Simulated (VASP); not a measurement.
# TiO2 (Rutile) (P4_2/mnm) in VASP: notebook

The runs below take TiO2 (Rutile) through single point, relaxation of cell and atoms, with PBE.

All numbers are computed with VASP 6.6.1; they aren't measurements. Logs are shortened: lines on timing, memory, paths and dates and some standing lists are left out, and cuts for length are marked.

**What was measured.**

From “Shallow Valence Band of Rutile GeO2 and P-type Doping”, 2020, arxiv:2011.08928, for a bulk crystal of TiO2 at 1.6 K: band gap 3.03 eV (direct).

The runs below are set against these values where they give the same quantity.

## (1) The cell of the first run

Symmetry: P4_2/mnm, No. 136, tetragonal system. Conventional cell: a = 4.643 Å, b = 4.643 Å, c = 2.964 Å, α = 90.00°, β = 90.00°, γ = 90.00°. Within 2.6 Å of Ti (site symmetry mmm) lie 6 O at 1.96 to 2.00 Å. Within 2.6 Å of O (site symmetry m2m) lie 3 Ti at 1.96 to 2.00 Å and 1 O at 2.56 Å.

## (2) Single point, PBE

Input file INCAR:

```
PREC = Accurate ; ENCUT = 520
EDIFF = 1E-6 ; ISMEAR = 0
SIGMA = 0.01 ; LREAL = False
LASPH = True ; NELM = 80
ALGO = Normal ; ISIF = 2
LWAVE = False ; LCHARG = True
GGA = PE ; LELF = True
LVHAR = True ; NBANDS = 33
```

Input file KPOINTS:

```
Automatic mesh
0
Gamma
  4 4 6
```

Input file POSCAR:

```
TiO2
1.0
    4.6430040136      0.0000000000      0.0000000000
    0.0000000000      4.6430040136      0.0000000000
    0.0000000000      0.0000000000      2.9641883894
Ti O
2 4
Direct
    0.0000000000      0.0000000000      0.0000000000
    0.5000000000      0.5000000000      0.5000000000
    0.3051332295      0.3051332295      0.0000000000
    0.1948667705      0.8051332295      0.5000000000
    0.6948667705      0.6948667705      0.0000000000
    0.8051332295      0.1948667705      0.5000000000
```

Potentials or basis: VASP PAW PBE potentials, release 64 (Ti_sv, O).

Run with:

```bash
$ cat potpaw_PBE.64/Ti_sv/POTCAR potpaw_PBE.64/O/POTCAR > POTCAR
$ mpirun -np 1 vasp_std > vasp.out
```

OUTCAR:

```text
PREC = Accurate
   ENCUT = 520
   EDIFF = 1E-6
   ISMEAR = 0
   LREAL = False
   LASPH = True
   NELM = 80
   ISIF = 2
   GGA = PE

 ion  position               nearest neighbor table
   1  0.000  0.000  0.000-   4 1.96   6 1.96   4 1.96   6 1.96   5 2.00   3 2.00
   2  0.500  0.500  0.500-   3 1.96   5 1.96   3 1.96   5 1.96   4 2.00   6 2.00
   3  0.305  0.305  0.000-   2 1.96   2 1.96   1 2.00
   4  0.195  0.805  0.500-   1 1.96   1 1.96   2 2.00
   5  0.695  0.695  0.000-   2 1.96   2 1.96   1 2.00
   6  0.805  0.195  0.500-   1 1.96   1 1.96   2 2.00

  LATTYP: Found a simple tetragonal cell.
 ALAT       =     4.6430040136
 C/A-ratio  =     0.6384203806

  Lattice vectors:

 A1 = (   4.6430040136,   0.0000000000,   0.0000000000)
 A2 = (   0.0000000000,   4.6430040136,   0.0000000000)
 A3 = (   0.0000000000,   0.0000000000,   2.9641883894)

Analysis of symmetry for initial positions (statically):
=====================================================================
 Subroutine PRICEL returns:
 Original cell was already a primitive cell.

 Routine SETGRP: Setting up the symmetry group for a
 simple tetragonal supercell.

 Subroutine GETGRP returns: Found 16 space group operations
 (whereof  8 operations were pure point group operations)
 out of a pool of 16 trial point group operations.

The static configuration has the point symmetry D_2h.
 The point group associated with its full space group is D_4h.

Analysis of symmetry for dynamics (positions and initial velocities):
=====================================================================
 Subroutine PRICEL returns:
 Original cell was already a primitive cell.

 Routine SETGRP: Setting up the symmetry group for a
 simple tetragonal supercell.

 Subroutine GETGRP returns: Found 16 space group operations
 (whereof  8 operations were pure point group operations)
 out of a pool of 16 trial point group operations.

The dynamic configuration has the point symmetry D_2h.
 The point group associated with its full space group is D_4h.

 Subroutine INISYM returns: Found 16 space group operations
 (whereof  8 operations are pure point group operations),
 and found     1 'primitive' translations

----------------------------------------------------------------------------------------

                                     Primitive cell

  volume of cell :      63.9005

  direct lattice vectors                    reciprocal lattice vectors
     4.643004014  0.000000000  0.000000000     0.215377802  0.000000000  0.000000000
     0.000000000  4.643004014  0.000000000     0.000000000  0.215377802  0.000000000
     0.000000000  0.000000000  2.964188389     0.000000000  0.000000000  0.337360474

  length of vectors
     4.643004014  4.643004014  2.964188389     0.215377802  0.215377802  0.337360474

  position of ions in fractional coordinates (direct lattice)
     0.000000000  0.000000000  0.000000000
     0.500000000  0.500000000  0.500000000
     0.305133230  0.305133230  0.000000000
     0.194866770  0.805133230  0.500000000
     0.694866770  0.694866770  0.000000000
     0.805133230  0.194866770  0.500000000

  ion indices of the primitive-cell ions
   primitive index   ion index
                 1           1
                 2           2
                 3           3
                 4           4
                 5           5
                 6           6

----------------------------------------------------------------------------------------

 KPOINTS: Automatic mesh

Automatic generation of k-mesh.
 Grid dimensions read from file:
 generate k-points for:    4    4    6

 Generating k-lattice:

  Cartesian coordinates                     Fractional coordinates (reciprocal lattice)
     0.053844451  0.000000000  0.000000000     0.250000000  0.000000000  0.000000000
     0.000000000  0.053844451  0.000000000     0.000000000  0.250000000  0.000000000
     0.000000000  0.000000000  0.056226746     0.000000000  0.000000000  0.166666667

  Length of vectors
     0.053844451  0.053844451  0.056226746

  Shift w.r.t. Gamma in fractional coordinates (k-lattice)
     0.000000000  0.000000000  0.000000000

 Subroutine IBZKPT returns following result:
 ===========================================

 Found     24 irreducible k-points:

 Following reciprocal coordinates:
            Coordinates               Weight
  0.000000  0.000000  0.000000      1.000000
  0.250000  0.000000  0.000000      4.000000
  0.500000  0.000000  0.000000      2.000000
  0.250000  0.250000  0.000000      4.000000
  0.500000  0.250000  0.000000      4.000000
  0.500000  0.500000  0.000000      1.000000
[... 16 lines left out ...]
  0.500000  0.250000  0.500000      4.000000
  0.500000  0.500000  0.500000      1.000000
   k-points           NKPTS =     24   k-points in BZ     NKDIM =     24   number of bands    NBANDS=     33
   number of dos      NEDOS =    301   number of ions     NIONS =      6
   total plane-waves  NPLWV =  31104
   dimension x,y,z NGX =    36 NGY =   36 NGZ =   24
   dimension x,y,z NGXF=    72 NGYF=   72 NGZF=   48
   ions per type =               2   4
   NGX,Y,Z   is equivalent  to a cutoff of  12.89, 12.89, 13.46 a.u.
   NGXF,Y,Z  is equivalent  to a cutoff of  25.78, 25.78, 26.92 a.u.
 SYSTEM =  unknown system
   PREC   = accura    normal or accurate (medium, high low for compatibility)
   ISTART =      0    job   : 0-new  1-cont  2-samecut
   ICHARG =      2    charge: 1-file 2-atom 10-const
   ISPIN  =      1    spin polarized calculation?
   LNONCOLLINEAR =      F non collinear calculations
   LSORBIT =      F    spin-orbit coupling
   LASPH  =      T    aspherical Exc in radial PAW
   ENCUT  =  520.0 eV  38.22 Ry    6.18 a.u.   8.63  8.63  5.51*2*pi/ulx,y,z
   NELM   =     80;   NELMIN=  2; NELMDL= -5     # of ELM steps
   EDIFF  = 0.1E-05   stopping-criterion for ELM
   LREAL  =      F    real-space projection
   EDIFFG = 0.1E-04   stopping-criterion for IOM
   NSW    =      0    number of steps for IOM
   IBRION =     -1    ionic relax: 0-MD 1-quasi-New 2-CG
   NFREE  =      0    steps in history (QN), initial steepest desc. (CG)
   ISIF   =      2    stress and relaxation
   ISYM   =      2    0-nonsym 1-usesym 2-fastsym
   POTIM  = 0.5000    time-step for ionic-motion
   TEBEG  =    0.0;   TEEND  =   0.0 temperature during run
   PSTRESS=    0.0 pullay stress
   NELECT =      48.0000    total number of electrons
   NUPDOWN=      -1.0000    fix difference up-down
   EMIN   =  10.00;   EMAX   =-10.00  energy-range for DOS
   EFERMI =   0.00;   METHOD = LEGACY
   ISMEAR =     0;   SIGMA  =   0.01  broadening in eV -4-tet -1-fermi 0-gaus
   EFERMI_NEDOS =   21; number of points for ismear=-14 and -15
   IALGO  =     38    algorithm
   IMIX   =      4    mixing-type and parameters
     AMIX     =   0.40;   BMIX     =  1.00
     AMIX_MAG =   1.60;   BMIX_MAG =  1.00
  volume/ion in A,a.u.               =      10.65        71.87
  Fermi-wavevector in a.u.,A,eV,Ry     =   1.488175  2.812243 30.132335  2.214664
  Thomas-Fermi vector in A             =   2.601243
   LORBIT       =      0    0 simple, 1 ext, 2 COOP (PROOUT), +10 PAW based schemes
   GGA     = PE    functional components
   LHFCALC =     F    Hartree Fock is set to
   AEXX    =    0.0000 exact exchange contribution
   IVDW    =     0    specifies the selected vdW correction
   LEPSILON=     F    determine dielectric tensor
   LRPA    =     F    only Hartree local field effects (RPA)
 non-spin polarized calculation
 Gauss-broadening in eV      SIGMA  =   0.01
  energy-cutoff  :      520.00
  volume of cell :       63.90
 maximum number of plane-waves:      1731
 NGX is ok and might be reduce to    36
   NGX = 17   NGY = 17   NGZ = 11

 number of electron      48.0000021 magnetization

 Free energy of the ion-electron system (eV)
  ---------------------------------------------------
  ext. energy  EPLUGINS =         0.00000000
  ---------------------------------------------------
  free energy    TOTEN  =       -53.67507458 eV

  energy without entropy =      -53.67507458  energy(sigma->0) =      -53.67507458

 E-fermi :   4.6967     XC(G=0): -11.2847

 val. band max:        4.5779817794   @ k =   0.0000   0.0000   0.0000
 cond. band min:       6.4122480897   @ k =   0.0000   0.0000   0.0000
 fundamental gap:      1.8342663103
 Fermi energy:         4.6966766848

 k-point     1 :       0.0000    0.0000    0.0000
  band No.  band energies     occupation
      1     -52.3825      2.00000
      2     -52.3677      2.00000
      3     -28.6694      2.00000
      4     -28.6694      2.00000
      5     -28.5194      2.00000
      6     -28.5194      2.00000
[... 25 lines left out ...]
     32      11.0481      0.00000
     33      11.0483      0.00000

 k-point     2 :       0.2500    0.0000    0.0000
  band No.  band energies     occupation
      1     -52.3803      2.00000
      2     -52.3698      2.00000
      3     -28.6526      2.00000
      4     -28.6513      2.00000
      5     -28.5392      2.00000
      6     -28.5379      2.00000
[... 25 lines left out ...]
     32      10.8760      0.00000
     33      10.9063      0.00000

 k-point     3 :       0.5000    0.0000    0.0000
  band No.  band energies     occupation
      1     -52.3750      2.00000
      2     -52.3750      2.00000
      3     -28.6245      2.00000
      4     -28.6245      2.00000
      5     -28.5677      2.00000
      6     -28.5677      2.00000
[... 25 lines left out ...]
     32      10.4559      0.00000
     33      10.7206      0.00000

 k-point     4 :       0.2500    0.2500    0.0000
  band No.  band energies     occupation
      1     -52.3788      2.00000
      2     -52.3713      2.00000
      3     -28.6747      2.00000
      4     -28.6249      2.00000
      5     -28.5674      2.00000
      6     -28.5161      2.00000
[... 673 lines left out ...]
     32      10.2282      0.00000
     33      10.4780      0.00000

 k-point    23 :       0.5000    0.2500    0.5000
  band No.  band energies     occupation
      1     -52.3363      2.00000
      2     -52.3363      2.00000
      3     -28.8951      2.00000
      4     -28.8951      2.00000
      5     -28.5306      2.00000
      6     -28.5306      2.00000
[... 25 lines left out ...]
     32       9.6379      0.00000
     33      11.1760      0.00000

 k-point    24 :       0.5000    0.5000    0.5000
  band No.  band energies     occupation
      1     -52.3363      2.00000
      2     -52.3363      2.00000
      3     -28.8902      2.00000
      4     -28.8902      2.00000
      5     -28.5356      2.00000
      6     -28.5356      2.00000
[... 25 lines left out ...]
     32      10.2894      0.00000
     33      10.4642      0.00000

------------------------ aborting loop because EDIFF is reached ----------------------------------------

  FORCE on cell =-STRESS in cart. coord.  units (eV):
  Direction    XX          YY          ZZ          XY          YZ          ZX
  --------------------------------------------------------------------------------------
  -------------------------------------------------------------------------------------
  Total        0.2211100      0.2211100      0.3484160      0.0000000      0.0000000      0.0000000
  in kB        5.5438965      5.5438965      8.7358407      0.0000000      0.0000000      0.0000000
  external PRESSURE =       6.6078779 kB  Pullay stress =       0.0000000 kB

 VOLUME and BASIS-vectors are now :
 -----------------------------------------------------------------------------
  energy-cutoff  :      520.00
  volume of cell :       63.90
      direct lattice vectors                 reciprocal lattice vectors
     4.643004014  0.000000000  0.000000000     0.215377802  0.000000000  0.000000000
     0.000000000  4.643004014  0.000000000     0.000000000  0.215377802  0.000000000
     0.000000000  0.000000000  2.964188389     0.000000000  0.000000000  0.337360474

 POSITION                                       TOTAL-FORCE (eV/Angst)
 -----------------------------------------------------------------------------------
      0.00000      0.00000      0.00000         0.000000      0.000000      0.000000
      2.32150      2.32150      1.48209         0.000000      0.000000      0.000000
      1.41673      1.41673      0.00000        -0.020654     -0.020654      0.000000
      0.90477      3.73824      1.48209         0.020654     -0.020654      0.000000
      3.22627      3.22627      0.00000         0.020654      0.020654     -0.000000
      3.73824      0.90477      1.48209        -0.020654      0.020654      0.000000
 -----------------------------------------------------------------------------------
    total drift:                                0.000000      0.000000      0.000000

  FREE ENERGIE OF THE ION-ELECTRON SYSTEM (eV)
  ---------------------------------------------------
  free  energy   TOTEN  =       -53.6750745821 eV

  energy  without entropy=      -53.6750745821  energy(sigma->0) =      -53.67507458
```

It took 54 s on 1 thread of AMD EPYC 7R43 (Zen 3), shared host; peak memory 0.15 GiB.

What came out:

* Free energy: -53.6751 eV
* Pressure: 0.7 GPa
* Largest force: 0.029 eV/Å
* Band gap on the k mesh: 1.83 eV, direct

Forces in eV/Å, atoms in the order of the input:
```
Ti   0.000  0.000  0.000
Ti   0.000  0.000  0.000
O   -0.021 -0.021  0.000
O    0.021 -0.021  0.000
O    0.021  0.021  0.000
O   -0.021  0.021  0.000
```

## (3) Relaxation of cell and atoms, PBE

This run uses another cell than the first one, of 10.39 Å³/atom, 0.976 times its volume.

Input file INCAR:

```
  ALGO = Normal
  EDIFF = 1E-7
  EDIFFG = -0.05
  ENCUT = 600
  GGA = PE
  IBRION = 2
  ISIF = 3
  ISMEAR = 0
  LASPH = True
  LCHARG = False
  LREAL = False
  LWAVE = False
  NELM = 100
  NSW = 80
  PREC = Accurate
  SIGMA = 0.01
```

Input file KPOINTS:

```
k-points
0
Gamma
  4 4 6
```

Input file POSCAR:

```
TiO2
1.0
    4.5922000000      0.0000000000      0.0000000000
    0.0000000000      4.5922000000      0.0000000000
    0.0000000000      0.0000000000      2.9574000000
Ti O
2 4
Direct
    0.0000000000      0.0000000000      0.0000000000
    0.5000000000      0.5000000000      0.5000000000
    0.3049600000      0.3049600000      0.0000000000
    0.1950400000      0.8049600000      0.5000000000
    0.6950400000      0.6950400000      0.0000000000
    0.8049600000      0.1950400000      0.5000000000
```

Potentials or basis: VASP PAW PBE potentials, release 64 (Ti_sv, O).

Run with:

```bash
$ cat potpaw_PBE.64/Ti_sv/POTCAR potpaw_PBE.64/O/POTCAR > POTCAR
$ mpirun -np 1 vasp_std > vasp.out
```

It took 3.2 min on 1 thread of AMD EPYC 7R43 (Zen 3), shared host; peak memory 0.17 GiB.

Results (log left out):

```
Free energy                            : -53.6793 eV
Relaxed volume                         : 10.66 Å³/atom
Relaxed cell                           : a = 4.639 Å, b = 4.639 Å, c = 2.971 Å, α = 90.00°, β = 90.00°, γ = 90.00°
Space group after relaxing (to 0.05 Å) : P4_2/mnm (No. 136)
Energy gained by relaxing              : 4.9 meV/atom
Ionic steps                            : 5
Pressure after relaxing                : 0.1 GPa
Largest force after relaxing           : 0.015 eV/Å
Band gap on the k mesh                 : 1.81 eV, direct
```

Forces in eV/Å, atoms in the order of the input:
```
Ti   0.000  0.000  0.000
Ti   0.000  0.000  0.000
O    0.011  0.011  0.000
O   -0.011  0.011  0.000
O   -0.011 -0.011  0.000
O    0.011 -0.011  0.000
```

Stress tensor (GPa, compression positive):
```
 0.27  0.00  0.00
 0.00  0.27  0.00
 0.00  0.00 -0.28
```

Step by step:
```
step  energy change (eV)  largest force (eV/Å)  pressure (GPa)  volume (Å³)
   1              0.0000                0.1239            5.84        62.37
   2              0.0145                0.2348           -6.49        65.85
   3             -0.0277                0.0462           -0.02        63.89
   4             -0.0277                0.0430            0.08        63.86
   5             -0.0295                0.0151            0.09        63.94
```

Final structure:
```yaml
crystal:
  lattice:
    - [4.63932, 0.00000, 0.00000]
    - [0.00000, 4.63932, 0.00000]
    - [0.00000, 0.00000, 2.97091]
  atoms:
    - { symbol: Ti, position: [0.00000, 0.00000, 0.00000] }
    - { symbol: Ti, position: [0.50000, 0.50000, 0.50000] }
    - { symbol: O, position: [0.30482, 0.30482, 0.00000] }
    - { symbol: O, position: [0.19518, 0.80482, 0.50000] }
    - { symbol: O, position: [0.69518, 0.69518, 0.00000] }
    - { symbol: O, position: [0.80482, 0.19518, 0.50000] }
```

Levels at points of the mesh, in eV from the valence-band top:
```
           k point  band 22  band 23  band 24  band 25  band 26  band 27
(0.00, 0.00, 0.00)    -0.44    -0.44     0.00     1.81     2.10     2.35
(0.50, 0.00, 0.00)    -1.58    -0.72    -0.72     2.46     2.46     2.93
(0.50, 0.50, 0.00)    -1.27    -1.05    -1.05     1.85     1.85     2.46
(0.00, 0.00, 0.50)    -2.25    -1.41    -1.41     2.87     2.87     3.10
(0.50, 0.00, 0.50)    -1.99    -0.99    -0.99     1.86     1.86     3.12
(0.50, 0.50, 0.50)    -1.23    -0.67    -0.67     2.52     2.52     3.12
```

Caveat: the relaxation stopped at a loose force limit of 0.05 eV/Å, so its end isn't a converged minimum. Zero-point motion and thermal expansion aren't in these numbers.

## (4) Relaxation of cell and atoms, PBE, target pressure 5 GPa, at which the enthalpy is minimised

This run uses another cell than the first one, of 10.39 Å³/atom, 0.976 times its volume.

Input file INCAR:

```
SYSTEM = TiO2
  PREC = Accurate
  ENCUT = 600
  EDIFF = 1E-6
  ISMEAR = 0
  SIGMA = 0.01
  LREAL = .FALSE.
  LASPH = .TRUE.
  NELM = 100
  ALGO = Normal
  ISIF = 3
  LWAVE = .FALSE.
  LCHARG = .FALSE.
  GGA = PE
  IBRION = 2
  NSW = 80
  EDIFFG = -0.05
  PSTRESS = 50.0
```

Input file KPOINTS:

```
regular mesh
0
G
  4 4 6
  0 0 0
```

POSCAR is that of step 3.

Run with:

```bash
$ cat potpaw_PBE.64/Ti_sv/POTCAR potpaw_PBE.64/O/POTCAR > POTCAR
$ mpirun -np 1 vasp_std > vasp.out
```

It took 1.7 min on 1 thread of AMD EPYC 7R43 (Zen 3), shared host; peak memory 0.18 GiB.

Results (log left out):

| Item | Value |
| --- | --- |
| Free energy | -53.6596 eV |
| Relaxed volume | 10.44 Å³/atom |
| Relaxed cell | a = 4.600 Å, b = 4.600 Å, c = 2.960 Å, α = 90.00°, β = 90.00°, γ = 90.00° |
| Space group after relaxing (to 0.05 Å) | P4_2/mnm (No. 136) |
| Energy change on relaxing (the enthalpy is what falls) | -1.6 meV/atom |
| Ionic steps | 3 |
| Pressure after relaxing | 4.7 GPa |
| Largest force after relaxing | 0.035 eV/Å |
| Band gap on the k mesh | 1.84 eV, direct |

Forces on the atoms (eV/Å):
```
Ti   0.000  0.000  0.000
Ti   0.000  0.000  0.000
O   -0.025 -0.025  0.000
O    0.025 -0.025  0.000
O    0.025  0.025  0.000
O   -0.025  0.025  0.000
```

Stress tensor (GPa, compression positive):
```
4.84 0.00 0.00
0.00 4.84 0.00
0.00 0.00 4.27
```

The path:
```
step  energy change (eV)  largest force (eV/Å)  pressure (GPa)  volume (Å³)
   1              0.0000                0.1241            5.83        62.37
   2             -0.0157                0.0354            3.69        62.85
   3             -0.0099                0.0352            4.65        62.63
```

Final structure:
```
Ti O
1.0
     4.59996    0.00000    0.00000
     0.00000    4.59996    0.00000
     0.00000    0.00000    2.96003
Ti O
2 4
Direct
  0.00000 0.00000 0.00000
  0.50000 0.50000 0.50000
  0.30445 0.30445 0.00000
  0.19555 0.80445 0.50000
  0.69555 0.69555 0.00000
  0.80445 0.19555 0.50000
```

Levels at points of the mesh, in eV from the valence-band top:
```tsv
k point	band 20	band 21	band 22	band 23	band 24	band 25	band 26	band 27	band 28
(0.00, 0.00, 0.00)	-1.98	-0.71	-0.45	-0.45	0.00	1.84	2.13	2.38	2.47
(0.50, 0.00, 0.00)	-3.05	-1.65	-1.65	-0.74	-0.74	2.51	2.51	2.99	2.99
(0.50, 0.50, 0.00)	-2.18	-1.31	-1.31	-1.07	-1.07	1.88	1.88	2.49	2.49
(0.00, 0.00, 0.50)	-2.76	-2.36	-2.36	-1.43	-1.43	2.94	2.94	3.14	3.14
(0.50, 0.00, 0.50)	-2.38	-2.04	-2.04	-1.04	-1.04	1.89	1.89	3.17	3.17
(0.50, 0.50, 0.50)	-2.73	-1.29	-1.29	-0.68	-0.68	2.57	2.57	3.18	3.18
```

Caveat: the cell is relaxed towards a set pressure, so the enthalpy falls and the energy may rise; the relaxation stopped at a loose force limit of 0.05 eV/Å, so its end isn't a converged minimum.

(Part 1 of 2 ends here.)
